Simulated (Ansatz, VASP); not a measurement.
# Rb in VASP and in Ansatz

The input INCAR:

```
SYSTEM = Rb
ALGO     = Normal         ! electronic algorithm
EDIFF    = 1E-6           ! SCF threshold, eV
ENCUT    = 520            ! plane-wave cutoff, eV
GGA      = PS             ! functional
ISIF     = 2              ! what is computed and relaxed
ISMEAR   = 0              ! smearing method
LASPH    = .TRUE.         ! aspherical terms in the spheres
LCHARG   = .TRUE.         ! write CHGCAR
LELF     = .TRUE.         ! ELF
LREAL    = .FALSE.        ! projectors in reciprocal space
LVHAR    = .TRUE.       
LWAVE    = .FALSE.        ! write WAVECAR
NBANDS   = 10             ! bands
NELM     = 60             ! most SCF steps
PREC     = Accurate       ! precision mode
SIGMA    = 0.1            ! smearing width, eV
```

KPOINTS

```
k-points
0
G
  10 10 10
  0 0 0
```

POSCAR

```
Rb
1.0
   -2.7579547133      2.7579547133      2.7579547133
    2.7579547133     -2.7579547133      2.7579547133
    2.7579547133      2.7579547133     -2.7579547133
Rb
1
Direct
    0.0000000000      0.0000000000      0.0000000000
```

Input for Ansatz:

```yaml
crystal:
  lattice:
    - [-2.7579547133, 2.7579547133, 2.7579547133]
    - [2.7579547133, -2.7579547133, 2.7579547133]
    - [2.7579547133, 2.7579547133, -2.7579547133]
  atoms:
    - { symbol: Rb, position: [0.0, 0.0, 0.0] }
basis:
  ecutwfc: 420
kpoints:
  mp_grid: { grid: [10, 10, 10] }
hamiltonian:
  xc: pbesol
  pseudopotentials: { kind: paw }
scf:
  occupations: { method: gaussian, width: 0.1 }
output:
  forces: true
  stress: true
  eigenvalues: true
  write_density: true
  write_potential: true
  elf: true
  volumetric_format: npy
```

Alike in both runs: task single point; functional PBEsol; k mesh 10 × 10 × 10; occupations gaussian, width 0.1 eV; no spin polarisation.

|  | VASP | Ansatz |
| --- | --- | --- |
| version | VASP 6.6.1 | Ansatz 0.2.0 |
| potentials or method | VASP PAW PBE potentials, release 64 (Rb_sv), cutoff 520 eV | scalar-relativistic, plane waves, PAW |
| valence electrons in the cell | 9 | 9 |

|  | VASP | Ansatz | Ansatz less VASP |
| --- | --- | --- | --- |
| gap on the k mesh at the Fermi level (eV) | none | none | - |
| pressure (GPa) | 0.1 | 0.1 | 0.00 |

VASP's potentials were made for PBE, not for PBEsol. A gap of «none» marks a metal or a gap that the smearing closes.
